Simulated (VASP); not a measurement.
# MnO (P6_3mc) in VASP: single point with PBE+U

Aim: the single point of MnO with PBE+U.

Program: VASP 6.6.1. These are calculated values, not measurements. Logs are shortened: lines on timing, memory, paths and dates and some standing lists are left out, and cuts for length are marked.

## (1) The cell of the first run

It takes space group P6_3mc (No. 186, hexagonal). Conventional cell: a = 3.372 Å, b = 3.372 Å, c = 5.385 Å, α = 90.00°, β = 90.00°, γ = 120.00°. Within 2.7 Å of Mn (site symmetry 3m) lie 4 O at 2.04 to 2.05 Å. O (site symmetry 3m) has 4 Mn at 2.04 to 2.05 Å within 2.7 Å.

## (2) Single point, PBE+U, collinear spin, antiferromagnetic start

Contents of INCAR:

```
ALGO     = Normal         # electronic algorithm
EDIFF    = 1E-6           # SCF threshold, eV
ENCUT    = 600            # plane-wave cutoff, eV
GGA      = PE             # functional
GGA_COMPAT= F            
ISIF     = 2              # what is computed and relaxed
ISMEAR   = -1             # smearing method
ISPIN    = 2              # spin polarisation
LASPH    = T              # aspherical terms in the spheres
LCHARG   = T              # write CHGCAR
LDAU     = T              # DFT+U
LDAUJ    = 0 0          
LDAUL    = 2 -1           # shell
LDAUPRINT= 1            
LDAUTYPE = 2            
LDAUU    = 3.9 0          # U, eV
LELF     = T              # ELF
LMAXMIX  = 4              # l up to which the mixer works
LORBIT   = 11             # projections on sites
LREAL    = F              # projectors in reciprocal space
LVHAR    = T            
LWAVE    = F              # write WAVECAR
MAGMOM   = 5 -5 0 0       # initial moments
NBANDS   = 31             # bands
NELM     = 200            # most SCF steps
PREC     = Accurate       # precision mode
SIGMA    = 0.1            # smearing width, eV
```

Contents of KPOINTS:

```
k-points
0
Gamma
  11 11 6
```

Contents of POSCAR:

```
MnO
1.0
    3.3720000000      0.0000000000      0.0000000000
   -1.6860000000      2.9202380000      0.0000000000
    0.0000000000      0.0000000000      5.3850000000
Mn O
2 2
Direct
    0.3333330000      0.6666670000      0.0000000000
    0.6666670000      0.3333330000      0.5000000000
    0.3333330000      0.6666670000      0.3780000000
    0.6666670000      0.3333330000      0.8780000000
```

Potentials or basis: VASP PAW PBE potentials, release 64 (Mn_pv, O).

On the command line:

```sh
> cat potpaw_PBE.64/Mn_pv/POTCAR potpaw_PBE.64/O/POTCAR > POTCAR
> mpirun -np 1 vasp_std > vasp.out
```

OUTCAR:

```text
EDIFF = 1E-6
   ENCUT = 600
   GGA = PE
   ISIF = 2
   ISMEAR = -1
   ISPIN = 2
   LASPH = T
   LORBIT = 11
   LREAL = F
   NELM = 200
   PREC = Accurate

 ion  position               nearest neighbor table
   1  0.333  0.667  0.000-   3 2.04   4 2.05   4 2.05   4 2.05
   2  0.667  0.333  0.500-   4 2.04   3 2.05   3 2.05   3 2.05
   3  0.333  0.667  0.378-   1 2.04   2 2.05   2 2.05   2 2.05
   4  0.667  0.333  0.878-   2 2.04   1 2.05   1 2.05   1 2.05

  LATTYP: Found a hexagonal cell.
 ALAT       =     3.3720000000
 C/A-ratio  =     1.5969750890

  Lattice vectors:

 A1 = (   3.3720000000,   0.0000000000,   0.0000000000)
 A2 = (  -1.6860000000,   2.9202380000,   0.0000000000)
 A3 = (   0.0000000000,   0.0000000000,   5.3850000000)

Analysis of symmetry for initial positions (statically):
=====================================================================
 Subroutine PRICEL returns:
 Original cell was already a primitive cell.

 Routine SETGRP: Setting up the symmetry group for a
 hexagonal supercell.

 Subroutine GETGRP returns: Found 12 space group operations
 (whereof  6 operations were pure point group operations)
 out of a pool of 24 trial point group operations.

The static configuration has the point symmetry C_3v.
 The point group associated with its full space group is C_6v.

Analysis of symmetry for dynamics (positions and initial velocities):
=====================================================================
 Subroutine PRICEL returns:
 Original cell was already a primitive cell.

 Routine SETGRP: Setting up the symmetry group for a
 hexagonal supercell.

 Subroutine GETGRP returns: Found 12 space group operations
 (whereof  6 operations were pure point group operations)
 out of a pool of 24 trial point group operations.

The dynamic configuration has the point symmetry C_3v.
[... 220 lines left out ...]
  o =  0.0656  v =  0.8147  0.0000  0.0000 -0.5799 -0.0000  0.0000  0.0000  0.0000  0.0000  0.0000      0.0000  0.0000  0.0000  0.0000  0.0000  0.0000  0.0000  0.0000  0.0000  0.0000
  o =  0.0656  v =  0.0000 -0.5799 -0.0000 -0.0000  0.8147  0.0000  0.0000  0.0000  0.0000  0.0000      0.0000  0.0000  0.0000  0.0000  0.0000  0.0000  0.0000  0.0000  0.0000  0.0000
  o =  0.0759  v = -0.0000  0.0000 -1.0000  0.0000 -0.0000  0.0000  0.0000  0.0000  0.0000  0.0000      0.0000  0.0000  0.0000  0.0000  0.0000  0.0000  0.0000  0.0000  0.0000  0.0000
  o =  0.9422  v =  0.0000  0.0000  0.0000  0.0000  0.0000 -0.3853 -0.0000  0.0000 -0.9228 -0.0000      0.0000  0.0000  0.0000  0.0000  0.0000  0.0000  0.0000  0.0000  0.0000  0.0000
  o =  0.9422  v =  0.0000  0.0000  0.0000  0.0000  0.0000  0.0000 -0.9228  0.0000  0.0000 -0.3853      0.0000  0.0000  0.0000  0.0000  0.0000  0.0000  0.0000  0.0000  0.0000  0.0000
  o =  0.9432  v =  0.0000  0.0000  0.0000  0.0000  0.0000 -0.0000 -0.0001 -1.0000 -0.0000  0.0000      0.0000  0.0000  0.0000  0.0000  0.0000  0.0000  0.0000  0.0000  0.0000  0.0000
  o =  0.9487  v =  0.0000  0.0000  0.0000  0.0000  0.0000 -0.9228  0.0000 -0.0000  0.3853 -0.0000      0.0000  0.0000  0.0000  0.0000  0.0000  0.0000  0.0000  0.0000  0.0000  0.0000
  o =  0.9487  v =  0.0000  0.0000  0.0000  0.0000  0.0000  0.0000  0.3853 -0.0000 -0.0000 -0.9228      0.0000  0.0000  0.0000  0.0000  0.0000  0.0000  0.0000  0.0000  0.0000  0.0000

 number of electron      38.0000000 magnetization      -0.0000000

 Free energy of the ion-electron system (eV)
  ---------------------------------------------------
  ext. energy  EPLUGINS =         0.00000000
  ---------------------------------------------------
  free energy    TOTEN  =       -30.93176740 eV

  energy without entropy =      -30.93052063  energy(sigma->0) =      -30.93114402

 E-fermi :   5.0946     XC(G=0): -10.5388

 val. band max:        4.6701024172   @ k =   0.0000   0.0000   0.5000
 cond. band min:       5.1189922600   @ k =   0.0000   0.0000   0.0000
 fundamental gap:      0.4488898429
 Fermi energy:         5.0946027336

 spin component 1

 k-point     1 :       0.0000    0.0000    0.0000
  band No.  band energies     occupation
      1     -44.6018      1.00000
      2     -44.5931      1.00000
      3     -44.5931      1.00000
      4     -39.7685      1.00000
      5     -39.7376      1.00000
      6     -39.7376      1.00000
[... 1625 lines left out ...]
     30      17.5101      0.00000
     31      18.5512      0.00000

 [... further k-points ...]

------------------------ aborting loop because EDIFF is reached ----------------------------------------

  FORCE on cell =-STRESS in cart. coord.  units (eV):
  Direction    XX          YY          ZZ          XY          YZ          ZX
  --------------------------------------------------------------------------------------
  -------------------------------------------------------------------------------------
  Total        2.6386324      2.6386330      1.8886564      0.0000000      0.0000000      0.0000000
  in kB       79.7256294     79.7256478     57.0652883      0.0000000      0.0000000      0.0000000
  external PRESSURE =      72.1721885 kB  Pullay stress =       0.0000000 kB

 VOLUME and BASIS-vectors are now :
 -----------------------------------------------------------------------------
  energy-cutoff  :      600.00
  volume of cell :       53.03
      direct lattice vectors                 reciprocal lattice vectors
     3.372000000  0.000000000  0.000000000     0.296559905  0.171218921  0.000000000
    -1.686000000  2.920238000  0.000000000     0.000000000  0.342437842  0.000000000
     0.000000000  0.000000000  5.385000000     0.000000000  0.000000000  0.185701021

 POSITION                                       TOTAL-FORCE (eV/Angst)
 -----------------------------------------------------------------------------------
     -0.00000      1.94683      0.00000        -0.000000      0.000000      0.033126
      1.68600      0.97341      2.69250         0.000000     -0.000000      0.033126
     -0.00000      1.94683      2.03553        -0.000000     -0.000000     -0.033126
      1.68600      0.97341      4.72803         0.000000      0.000000     -0.033126
 -----------------------------------------------------------------------------------
    total drift:                               -0.002416      0.001395      0.000084

  FREE ENERGIE OF THE ION-ELECTRON SYSTEM (eV)
  ---------------------------------------------------
  free  energy   TOTEN  =       -30.9317674037 eV

  energy  without entropy=      -30.9305206291  energy(sigma->0) =      -30.93114402

 total charge

# of ion       s       p       d       tot
------------------------------------------
    1        0.239   6.229   4.965  11.432
    2        0.239   6.229   4.965  11.432
    3        1.547   3.485   0.000   5.031
    4        1.547   3.485   0.000   5.031
--------------------------------------------------
tot          3.570  19.427   9.930  32.927

 magnetization (x)

# of ion       s       p       d       tot
------------------------------------------
    1        0.028   0.050   4.454   4.533
    2       -0.028  -0.050  -4.454  -4.533
    3       -0.006  -0.045   0.000  -0.050
    4        0.006   0.045   0.000   0.050
--------------------------------------------------
tot         -0.000   0.000   0.000  -0.000
```

Wall time 8.3 min (1 thread of Intel Xeon 8259CL, shared host); peak memory 0.31 GiB.

What came out:

```
Free energy                                           : -30.9318 eV
Pressure                                              : 7.2 GPa
Largest force                                         : 0.033 eV/Å
Band gap on the k mesh                                : 0.45 eV (least direct gap 0.47 eV)
Net moment                                            : 0.00 μB per cell
Site moments                                          : Mn +4.53, -4.53; O -0.05, +0.05 μB
Valence electrons inside the program's atomic spheres : Mn 11.43; O 5.03
```

Forces in eV/Å, atoms in the order of the input:
```
Mn   0.000  0.000  0.033
Mn   0.000  0.000  0.033
O    0.000  0.000 -0.033
O    0.000  0.000 -0.033
```

Eigenvalues of the final occupation matrices:
```
    site  spin  trace               eigenvalues
site 1 d     1   4.72  0.94 0.94 0.94 0.95 0.95
site 1 d     2   0.26  0.03 0.03 0.07 0.07 0.08
site 2 d     1   0.26  0.03 0.03 0.07 0.07 0.08
site 2 d     2   4.72  0.94 0.94 0.94 0.95 0.95
```

Caveat: the cell stands under pressure. The state reached can hang on the start; a lower one may exist.
